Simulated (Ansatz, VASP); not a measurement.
# As in VASP and in Ansatz

```
As
1.0
     1.81788   -7.89118    0.00000
     1.81788    7.89118    0.00000
     0.00000    0.00000    4.87000
As
4
Direct
  0.07461 0.92539 0.92264
  0.57461 0.42539 0.57736
  0.92539 0.07461 0.07736
  0.42539 0.57461 0.42264
```

Alike in both runs: task single point; functional revPBE; k mesh 12 × 12 × 9; occupations fermi-dirac, width 0.1 eV; no spin polarisation.

```csv
,VASP,Ansatz
version,VASP 6.6.1,Ansatz 0.2.0
potentials or method,"VASP PAW PBE potentials, release 64 (As), cutoff 520 eV","plane waves (420 eV) with PAW, scalar-relativistic"
valence electrons in the cell,20,60
```

Ansatz gave:

| Item | Value |
| --- | --- |
| pressure (GPa) | 1.6 |
| traceless stress, the component that is largest in VASP (GPa) | -0.20 |

**Question.** Estimate VASP's values.

**Answer.** Pressure (GPa): 1.8; traceless stress, the component that is largest in VASP (GPa): -0.18.

VASP's potentials were made for PBE, not for revPBE. The functional is the same, so the differences come from potentials, cutoffs and numerics. VASP's potentials hold 20 valence electrons a cell and Ansatz's 60, so a difference there can come from the potentials and not from the codes.
